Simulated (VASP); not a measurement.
## C: single point with LDA

Crystal: C.

```
C
1.0
    -1.76586    1.76586    0.00000
     0.00000    0.00000    3.53172
     1.76586    1.76586    0.00000
C
4
Direct
  0.50000 0.37500 0.25000
  0.00000 0.87500 0.75000
  0.00000 0.12500 0.25000
  0.50000 0.62500 0.75000
```

```yaml
Program: VASP 6.6.1
Task: single point
Functional: LDA
Potentials_or_basis: VASP PAW LDA potentials, release 64 (C_h)
Cutoff: 910 eV
k_mesh: 10 × 7 × 10
Occupations: fermi-dirac, width 0.02 eV
Spin: no spin polarisation
Dipole_correction: no
Second_run: hard_potentials
Further_INCAR_settings: ALGO = Normal; EDIFF = 1e-06; NBANDS = 16
```

- Pressure: 0.7 GPa
- Band gap on the k mesh: 4.17 eV

Levels at points of the mesh, in eV from the valence-band top:
| k point | band 5 | band 6 | band 7 | band 8 | band 9 | band 10 | band 11 | band 12 |
| --- | --- | --- | --- | --- | --- | --- | --- | --- |
| (0.00, 0.00, 0.00) | -6.47 | 0.00 | 0.00 | 0.00 | 4.77 | 4.77 | 5.63 | 5.63 |
| (0.50, 0.00, 0.00) | -7.80 | -7.80 | -3.09 | -3.09 | 8.03 | 8.03 | 10.13 | 10.13 |
| (0.50, 0.00, 0.50) | -6.47 | -6.47 | -6.47 | -6.47 | 4.77 | 4.77 | 4.77 | 4.77 |

Wall time 39 s on 1 thread of Intel(R) Xeon(R) Platinum 8488C (Sapphire Rapids), with other jobs on the host, peak memory 0.17 GiB.

Caveat: the cutoff is under 1.25 times the usual one of these potentials, so pressure, stress and relaxed cells hold a basis-set (Pulay) error. A k mesh can miss the band edges.
